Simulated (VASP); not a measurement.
# WCl2F4 in VASP: a series of runs

The runs below take WCl2F4 through single point, with PBE.

Everything below comes from runs of VASP 6.6.1. Logs are shortened: lines on timing, memory, paths and dates and some standing lists are left out, and cuts for length are marked.

## 1. The cell of the first run

The typed cell holds 7 atoms: a = 5.922 Å, b = 6.223 Å, c = 6.299 Å, α = 63.83°, β = 67.86°, γ = 62.10°.

## 2. Single point, PBE

INCAR reads:

```
ALGO = Normal
EDIFF = 1E-7
ENCUT = 520
GGA = PE
ISIF = 2
ISMEAR = 0
LASPH = T
LCHARG = F
LREAL = F
LWAVE = F
NBANDS = 37
NELM = 60
PREC = Accurate
SIGMA = 0.1
```

KPOINTS reads:

```
k-points
0
Gamma
  4 4 4
```

POSCAR reads:

```
WCl2F4
1.0
    5.9194416963      0.0026496979     -0.1661148931
    2.9103667063      5.5006772208     -0.0195604636
    2.5273811525      1.8252091928      5.4737635900
W Cl F
1 2 4
Direct
    0.0000577952     -0.0000683634      0.0000403909
    0.2505733347      0.6537180229      0.2593661661
    0.7494794602      0.3460279903      0.7406280411
    0.2995861319      0.0623072585      0.7902761920
    0.9587720438      0.2111898199      0.1591523266
    0.0414282110      0.7887131578      0.8408590301
    0.7001030233      0.9381121138      0.2096778530
```

Potentials or basis: VASP PAW PBE potentials, release 64 (W_sv, Cl, F).

The run is started by

```console
$ cat potpaw_PBE.64/W_sv/POTCAR potpaw_PBE.64/Cl/POTCAR potpaw_PBE.64/F/POTCAR > POTCAR
$ mpirun -np 1 vasp_std > vasp.out
```

OUTCAR:

```text
EDIFF = 1E-7
   ENCUT = 520
   GGA = PE
   ISIF = 2
   ISMEAR = 0
   LASPH = T
   LREAL = F
   NELM = 60
   PREC = Accurate

 ion  position               nearest neighbor table
   1  0.000  1.000  0.000-   4 1.86   6 1.86   5 1.86   7 1.86   2 2.29   3 2.29
   2  0.251  0.654  0.259-   1 2.29
   3  0.749  0.346  0.741-   1 2.29
   4  0.300  0.062  0.790-   1 1.86
   5  0.959  0.211  0.159-   1 1.86
   6  0.041  0.789  0.841-   1 1.86
   7  0.700  0.938  0.210-   1 1.86

  LATTYP: Found a triclinic cell.
 ALAT       =    10.9998807644
 B/A-ratio  =     0.5657504814
 C/A-ratio  =     0.6208301440
 COS(alpha) =     0.0010083363
 COS(beta)  =     0.2808463856
 COS(gamma) =     0.8795728245

  Lattice vectors:

 A1 = (   0.0987082837, -10.9987047437,  -0.1269939659)
 A2 = (  -2.9103667063,  -5.5006772208,   0.0195604636)
 A3 = (   3.3920605438,  -1.8225594949,  -5.6398784831)

Analysis of symmetry for initial positions (statically):
=====================================================================
 Subroutine PRICEL returns:
 Original cell was already a primitive cell.

 Routine SETGRP: Setting up the symmetry group for a
 triclinic supercell.

 Subroutine GETGRP returns: Found  1 space group operations
 (whereof  1 operations were pure point group operations)
 out of a pool of  2 trial point group operations.

The static configuration has the point symmetry C_1 .

Analysis of symmetry for dynamics (positions and initial velocities):
=====================================================================
 Subroutine PRICEL returns:
 Original cell was already a primitive cell.

 Routine SETGRP: Setting up the symmetry group for a
 triclinic supercell.

 Subroutine GETGRP returns: Found  1 space group operations
 (whereof  1 operations were pure point group operations)
 out of a pool of  2 trial point group operations.

The dynamic configuration has the point symmetry C_1 .

 Subroutine INISYM returns: Found  1 space group operations
 (whereof  1 operations are pure point group operations),
 and found     1 'primitive' translations

----------------------------------------------------------------------------------------

                                     Primitive cell

  volume of cell :     179.8268

  direct lattice vectors                    reciprocal lattice vectors
     5.919441696  0.002649698 -0.166114893     0.167634086 -0.088863796 -0.047769730
     2.910366706  5.500677221 -0.019560464    -0.001766690  0.182517022 -0.060043998
     2.527381152  1.825209193  5.473763590     0.005080958 -0.002044568  0.181025401

  length of vectors
     5.921772638  6.223187838  6.299296145     0.195652519  0.192148032  0.181108233

  position of ions in fractional coordinates (direct lattice)
     0.000057795  0.999931637  0.000040391
     0.250573335  0.653718023  0.259366166
     0.749479460  0.346027990  0.740628041
     0.299586132  0.062307258  0.790276192
     0.958772044  0.211189820  0.159152327
     0.041428211  0.788713158  0.840859030
     0.700103023  0.938112114  0.209677853

  ion indices of the primitive-cell ions
   primitive index   ion index
                 1           1
                 2           2
                 3           3
                 4           4
                 5           5
                 6           6
                 7           7

----------------------------------------------------------------------------------------

 KPOINTS: k-points

Automatic generation of k-mesh.
 Grid dimensions read from file:
 generate k-points for:    4    4    4

 Generating k-lattice:

  Cartesian coordinates                     Fractional coordinates (reciprocal lattice)
     0.041908522 -0.022215949 -0.011942433     0.250000000  0.000000000  0.000000000
    -0.000441672  0.045629256 -0.015010999     0.000000000  0.250000000  0.000000000
     0.001270239 -0.000511142  0.045256350    -0.000000000  0.000000000  0.250000000

  Length of vectors
     0.048913130  0.048037008  0.045277058

  Shift w.r.t. Gamma in fractional coordinates (k-lattice)
     0.000000000  0.000000000  0.000000000

 Subroutine IBZKPT returns following result:
 ===========================================

 Found     36 irreducible k-points:

 Following reciprocal coordinates:
            Coordinates               Weight
  0.000000  0.000000  0.000000      1.000000
  0.250000  0.000000  0.000000      2.000000
  0.500000  0.000000  0.000000      1.000000
 -0.000000  0.250000  0.000000      2.000000
  0.250000  0.250000  0.000000      2.000000
  0.500000  0.250000 -0.000000      2.000000
[... 16 lines left out ...]
  0.000000 -0.250000  0.250000      2.000000
  0.250000 -0.250000  0.250000      2.000000
 [... further k-points ...]
   k-points           NKPTS =     36   k-points in BZ     NKDIM =     36   number of bands    NBANDS=     37
   number of dos      NEDOS =    301   number of ions     NIONS =      7
   total plane-waves  NPLWV = 110592
   dimension x,y,z NGX =    48 NGY =   48 NGZ =   48
   dimension x,y,z NGXF=    96 NGYF=   96 NGZF=   96
   ions per type =               1   2   4
   NGX,Y,Z   is equivalent  to a cutoff of  13.48, 12.82, 12.67 a.u.
   NGXF,Y,Z  is equivalent  to a cutoff of  26.95, 25.65, 25.34 a.u.
 SYSTEM =  unknown system
   PREC   = accura    normal or accurate (medium, high low for compatibility)
   ISTART =      0    job   : 0-new  1-cont  2-samecut
   ICHARG =      2    charge: 1-file 2-atom 10-const
   ISPIN  =      1    spin polarized calculation?
   LNONCOLLINEAR =      F non collinear calculations
   LSORBIT =      F    spin-orbit coupling
   LASPH  =      T    aspherical Exc in radial PAW
   ENCUT  =  520.0 eV  38.22 Ry    6.18 a.u.  11.01 11.57 11.71*2*pi/ulx,y,z
   NELM   =     60;   NELMIN=  2; NELMDL= -5     # of ELM steps
   EDIFF  = 0.1E-06   stopping-criterion for ELM
   LREAL  =      F    real-space projection
   EDIFFG = 0.1E-05   stopping-criterion for IOM
   NSW    =      0    number of steps for IOM
   IBRION =     -1    ionic relax: 0-MD 1-quasi-New 2-CG
   NFREE  =      0    steps in history (QN), initial steepest desc. (CG)
   ISIF   =      2    stress and relaxation
   ISYM   =      2    0-nonsym 1-usesym 2-fastsym
   POTIM  = 0.5000    time-step for ionic-motion
   TEBEG  =    0.0;   TEEND  =   0.0 temperature during run
   PSTRESS=    0.0 pullay stress
   NELECT =      56.0000    total number of electrons
   NUPDOWN=      -1.0000    fix difference up-down
   EMIN   =  10.00;   EMAX   =-10.00  energy-range for DOS
   EFERMI =   0.00;   METHOD = LEGACY
   ISMEAR =     0;   SIGMA  =   0.10  broadening in eV -4-tet -1-fermi 0-gaus
   EFERMI_NEDOS =   21; number of points for ismear=-14 and -15
   IALGO  =     38    algorithm
   IMIX   =      4    mixing-type and parameters
     AMIX     =   0.40;   BMIX     =  1.00
     AMIX_MAG =   1.60;   BMIX_MAG =  1.00
  volume/ion in A,a.u.               =      25.69       173.36
  Fermi-wavevector in a.u.,A,eV,Ry     =   1.109650  2.096934 16.753167  1.231323
  Thomas-Fermi vector in A             =   2.246192
   LORBIT       =      0    0 simple, 1 ext, 2 COOP (PROOUT), +10 PAW based schemes
   GGA     = PE    functional components
   LHFCALC =     F    Hartree Fock is set to
   AEXX    =    0.0000 exact exchange contribution
   IVDW    =     0    specifies the selected vdW correction
   LEPSILON=     F    determine dielectric tensor
   LRPA    =     F    only Hartree local field effects (RPA)
 non-spin polarized calculation
 Gauss-broadening in eV      SIGMA  =   0.10
  energy-cutoff  :      520.00
  volume of cell :      179.83
 maximum number of plane-waves:      4858
 NGX is ok and might be reduce to    48
   NGX = 21   NGY = 23   NGZ = 23

 number of electron      55.9999996 magnetization

 Free energy of the ion-electron system (eV)
  ---------------------------------------------------
  ext. energy  EPLUGINS =         0.00000000
  ---------------------------------------------------
  free energy    TOTEN  =       -38.38267205 eV

  energy without entropy =      -38.38267205  energy(sigma->0) =      -38.38267205

 E-fermi :  -2.9414     XC(G=0):  -6.9998

 val. band max:       -3.4512583426   @ k =   0.0000   0.0000   0.0000
 cond. band min:      -0.5094015980   @ k =   0.0000   0.5000   0.5000
 fundamental gap:      2.9418567446
 Fermi energy:        -2.9413500144

 k-point     1 :       0.0000    0.0000    0.0000
  band No.  band energies     occupation
      1     -78.3916      2.00000
      2     -42.6711      2.00000
      3     -42.6706      2.00000
      4     -42.3576      2.00000
      5     -25.5043      2.00000
      6     -25.3634      2.00000
[... 29 lines left out ...]
     36       7.4182      0.00000
     37       7.8566      0.00000

 k-point     2 :       0.2500    0.0000    0.0000
  band No.  band energies     occupation
      1     -78.3916      2.00000
      2     -42.6711      2.00000
      3     -42.6707      2.00000
      4     -42.3576      2.00000
      5     -25.5005      2.00000
      6     -25.3629      2.00000
[... 29 lines left out ...]
     36       7.2950      0.00000
     37       7.9600      0.00000

 k-point     3 :       0.5000    0.0000    0.0000
  band No.  band energies     occupation
      1     -78.3916      2.00000
      2     -42.6711      2.00000
      3     -42.6707      2.00000
      4     -42.3576      2.00000
      5     -25.4968      2.00000
      6     -25.3621      2.00000
[... 29 lines left out ...]
     36       7.1938      0.00000
     37       8.2540      0.00000
[... 761 lines left out ...]
 k-point    23 :       0.0000   -0.2500    0.2500
  band No.  band energies     occupation
      1     -78.3916      2.00000
      2     -42.6711      2.00000
      3     -42.6706      2.00000
      4     -42.3576      2.00000
      5     -25.4985      2.00000
      6     -25.3602      2.00000
[... 29 lines left out ...]
     36       7.0421      0.00000
     37       7.9609      0.00000

 k-point    24 :       0.2500   -0.2500    0.2500
  band No.  band energies     occupation
      1     -78.3916      2.00000
      2     -42.6711      2.00000
      3     -42.6707      2.00000
      4     -42.3576      2.00000
      5     -25.4974      2.00000
      6     -25.3611      2.00000
[... 29 lines left out ...]
     36       7.3220      0.00000
     37       7.6821      0.00000

 [... further k-points ...]

------------------------ aborting loop because EDIFF is reached ----------------------------------------

  FORCE on cell =-STRESS in cart. coord.  units (eV):
  Direction    XX          YY          ZZ          XY          YZ          ZX
  --------------------------------------------------------------------------------------
  -------------------------------------------------------------------------------------
  Total        0.8527027      0.6663951      0.7157773      0.4872130      0.5502296     -0.5388674
  in kB        7.5972026      5.9372848      6.3772582      4.3408518      4.9023012     -4.8010692
  external PRESSURE =       6.6372485 kB  Pullay stress =       0.0000000 kB

 VOLUME and BASIS-vectors are now :
 -----------------------------------------------------------------------------
  energy-cutoff  :      520.00
  volume of cell :      179.83
      direct lattice vectors                 reciprocal lattice vectors
     5.919441696  0.002649698 -0.166114893     0.167634086 -0.088863796 -0.047769730
     2.910366706  5.500677221 -0.019560464    -0.001766690  0.182517022 -0.060043998
     2.527381152  1.825209193  5.473763590     0.005080958 -0.002044568  0.181025401

 POSITION                                       TOTAL-FORCE (eV/Angst)
 -----------------------------------------------------------------------------------
      2.91061      5.50038     -0.01935        -0.012176      0.005441      0.006948
      4.04133      4.06995      1.36530        -0.026290      0.019718     -0.016491
      7.31542      3.25718      3.92275         0.025567     -0.017723      0.016127
      3.95205      1.78595      4.27480         0.296681      0.002261     -0.255796
      6.69227      1.45471      0.70776         0.152909      0.293331      0.166386
      4.66585      5.87331      4.58035        -0.153832     -0.295937     -0.165362
      7.40441      5.54481      1.01308        -0.282859     -0.007090      0.248187
 -----------------------------------------------------------------------------------
    total drift:                                0.000012     -0.000033      0.000068

  FREE ENERGIE OF THE ION-ELECTRON SYSTEM (eV)
  ---------------------------------------------------
  free  energy   TOTEN  =       -38.3826720501 eV

  energy  without entropy=      -38.3826720501  energy(sigma->0) =      -38.38267205
```

It took 2.7 min on 1 thread of Intel Xeon 6975P-C (Granite Rapids), shared host; peak memory 0.44 GiB.

What came out:

| Quantity | Value |
| --- | --- |
| Free energy | -38.3827 eV |
| Pressure | 0.7 GPa |
| Largest force | 0.392 eV/Å |
| Band gap on the k mesh | 2.94 eV (least direct gap 2.96 eV) |

Forces on the atoms (eV/Å):
```
W   -0.012  0.005  0.007
Cl  -0.026  0.020 -0.016
Cl   0.026 -0.018  0.016
F    0.297  0.002 -0.256
F    0.153  0.293  0.166
F   -0.154 -0.296 -0.165
F   -0.283 -0.007  0.248
```

Caveat: spin-orbit coupling is left out, which moves the levels of the heavy elements.

## 3. Single point, PBE

This run uses another cell than the first one, of 26.54 Å³/atom.

INCAR reads:

```
SYSTEM = WCl2F4
PREC = Accurate
ENCUT = 520
EDIFF = 1E-6
ISMEAR = 0
SIGMA = 0.1
LREAL = .FALSE.
LASPH = .TRUE.
NELM = 100
ALGO = Normal
ISIF = 2
LWAVE = .FALSE.
LCHARG = .TRUE.
GGA = PE
LELF = .TRUE.
LVHAR = .TRUE.
NBANDS = 37
```

KPOINTS reads:

```
regular mesh
0
G
  4 4 4
  0 0 0
```

POSCAR reads:

```
WCl2F4
1.0
    6.0313623405     -0.0202068457     -0.1619571875
    2.9433489303      5.4661344374     -0.0570193515
    2.5744538663      1.7667914643      5.5622281735
W Cl F
1 2 4
Direct
    0.0000000000      0.0000000000      0.0000000000
    0.2435395043      0.6683814868      0.2605138516
    0.7564604957      0.3316185132      0.7394861484
    0.2934984618      0.0657192124      0.7972179620
    0.9411954686      0.2241599709      0.1541004086
    0.0588045314      0.7758400291      0.8458995914
    0.7065015382      0.9342807876      0.2027820380
```

Potentials or basis: VASP PAW PBE potentials, release 64 (W_sv, Cl, F).

The run is started by

```console
$ cat potpaw_PBE.64/W_sv/POTCAR potpaw_PBE.64/Cl/POTCAR potpaw_PBE.64/F/POTCAR > POTCAR
$ mpirun -np 1 vasp_std > vasp.out
```

It took 2.3 min on 1 thread of Intel Xeon 6975P-C (Granite Rapids), shared host; peak memory 0.43 GiB.

The run converged. Its results:

| Item | Value |
| --- | --- |
| Free energy | -38.3840 eV |
| Pressure | 0.7 GPa |
| Largest force | 0.392 eV/Å |
| Band gap on the k mesh | 3.00 eV (least direct gap 3.02 eV) |

Forces in eV/Å, atoms in the order of the input:
```
W    0.000  0.000  0.000
Cl  -0.002  0.002 -0.002
Cl   0.002 -0.002  0.002
F    0.304 -0.001 -0.248
F    0.145  0.314  0.180
F   -0.145 -0.314 -0.180
F   -0.304  0.001  0.248
```

Stress tensor (GPa, compression positive):
```
 0.76  0.37 -0.42
 0.37  0.63  0.47
-0.42  0.47  0.58
```

Levels at points of the mesh, in eV from the valence-band top:
```
           k point  band 24  band 25  band 26  band 27  band 28  band 29  band 30  band 31  band 32  band 33
(0.00, 0.00, 0.00)    -0.51    -0.21    -0.13    -0.13     0.00     3.02     3.07     3.65     6.57     7.24
(0.50, 0.00, 0.00)    -0.68    -0.30    -0.20    -0.06    -0.04     3.02     3.11     3.66     6.69     8.33
(0.00, 0.50, 0.00)    -0.73    -0.39    -0.25    -0.07    -0.02     3.07     3.17     3.66     6.48     8.51
(0.50, 0.50, 0.00)    -0.61    -0.37    -0.15    -0.08    -0.05     3.03     3.20     3.67     6.43     8.46
(0.00, 0.00, 0.50)    -0.72    -0.35    -0.23    -0.10    -0.05     3.07     3.19     3.66     6.57     8.61
(0.50, 0.00, 0.50)    -0.64    -0.45    -0.25    -0.13    -0.03     3.13     3.21     3.64     6.19     8.40
(0.00, 0.50, 0.50)    -0.58    -0.39    -0.17    -0.08    -0.02     3.00     3.18     3.67     6.43     8.43
(0.50, 0.50, 0.50)    -0.66    -0.25    -0.20    -0.16    -0.03     3.03     3.11     3.66     6.78     8.42
```

Caveat: spin-orbit coupling is left out, which moves the levels of the heavy elements.

## 4. Single point, PBE (29.19 Å³/atom)

This run uses another cell than the first one, of 29.19 Å³/atom.

INCAR reads:

```
SYSTEM = WCl2F4
PREC = Accurate ; ENCUT = 520
EDIFF = 1E-7 ; ISMEAR = 0
SIGMA = 0.02 ; LREAL = .False.
LASPH = .True. ; NELM = 60
ALGO = Normal ; ISIF = 2
LWAVE = .False. ; LCHARG = .False.
GGA = PE ; NBANDS = 37
```

KPOINTS reads:

```
regular mesh
0
Gamma
  6 6 4
  0 0 0
```

POSCAR reads:

```
WCl2F4
1.0
    6.2505540723     -0.0257358204     -0.2439963390
    3.0470880805      5.6353808928     -0.0410893127
    2.5950857078      1.8770629481      5.7126865595
W Cl F
1 2 4
Direct
    0.0000000000      0.0000000000      0.0000000000
    0.2387513821      0.6794675180      0.2597354561
    0.7612486179      0.3205324820      0.7402645439
    0.2743975372      0.0796530425      0.8139354711
    0.9250213745      0.2165614346      0.1563234945
    0.0749786255      0.7834385654      0.8436765055
    0.7256024628      0.9203469575      0.1860645289
```

The run is started by

```console
$ cat potpaw_PBE.64/W_sv/POTCAR potpaw_PBE.64/Cl/POTCAR potpaw_PBE.64/F/POTCAR > POTCAR
$ mpirun -np 1 vasp_std > vasp.out
```

It took 11 min on 1 thread of Intel Xeon Platinum 8488C (Sapphire Rapids), shared host; peak memory 0.65 GiB.

The run converged. Its results:

```yaml
Free_energy: -38.3818 eV
Pressure: 0.5 GPa
Largest_force: 0.390 eV/Å
Band_gap_on_the_k_mesh: 3.06 eV (least direct gap 3.09 eV)
```

Forces in eV/Å, atoms in the order of the input:
```
W    0.000  0.000  0.000
Cl  -0.005  0.004 -0.002
Cl   0.005 -0.004  0.002
F    0.307  0.021 -0.239
F    0.124  0.316  0.189
F   -0.124 -0.316 -0.189
F   -0.307 -0.021  0.239
```

Stress tensor (GPa, compression positive):
```
 0.60  0.34 -0.39
 0.34  0.52  0.42
-0.39  0.42  0.47
```

Levels at points of the mesh, in eV from the valence-band top:
| k point | band 26 | band 27 | band 28 | band 29 | band 30 | band 31 |
| --- | --- | --- | --- | --- | --- | --- |
| (0.00, 0.00, 0.00) | -0.10 | -0.06 | -0.01 | 3.07 | 3.12 | 3.69 |
| (0.50, 0.00, 0.00) | -0.13 | -0.06 | -0.02 | 3.08 | 3.15 | 3.70 |
| (0.00, 0.50, 0.00) | -0.19 | -0.04 | 0.00 | 3.12 | 3.20 | 3.71 |
| (0.50, 0.50, 0.00) | -0.08 | -0.05 | -0.04 | 3.08 | 3.23 | 3.71 |
| (0.00, 0.00, 0.50) | -0.14 | -0.10 | -0.02 | 3.13 | 3.21 | 3.70 |
| (0.50, 0.00, 0.50) | -0.21 | -0.09 | -0.02 | 3.18 | 3.24 | 3.69 |
| (0.00, 0.50, 0.50) | -0.10 | -0.05 | -0.02 | 3.06 | 3.22 | 3.72 |
| (0.50, 0.50, 0.50) | -0.15 | -0.10 | -0.04 | 3.09 | 3.15 | 3.71 |

Caveat: spin-orbit coupling is left out, which moves the levels of the heavy elements. A k mesh can miss the band edges.

## 5. Overview

```csv
cell,k mesh,smearing,gap on the mesh (eV),pressure (GPa),largest force (eV/Å)
"a = 5.922, b = 6.223, c = 6.299 Å, angles 63.8, 67.9, 62.1°, 7 atoms, atomic positions A",4 × 4 × 4,gaussian 0.1 eV,2.94,0.7,0.39
"a = 6.034, b = 6.208, c = 6.379 Å, angles 64.7, 67.7, 61.9°, 7 atoms, atomic positions B",4 × 4 × 4,gaussian 0.1 eV,3.00,0.7,0.39
"a = 6.255, b = 6.407, c = 6.549 Å, angles 64.2, 68.9, 61.8°, 7 atoms, atomic positions C",6 × 6 × 4,gaussian 0.02 eV,3.06,0.5,0.39
```

Alike in all rows: task single point; level PBE; potentials or basis VASP PAW PBE potentials, release 64 (W_sv, Cl, F); no spin polarisation; cutoff (eV) 520.

Caveats: spin-orbit coupling is left out, which moves the levels of the heavy elements.

Total energies depend on the potentials used, so only differences within one code and one set of settings carry meaning.
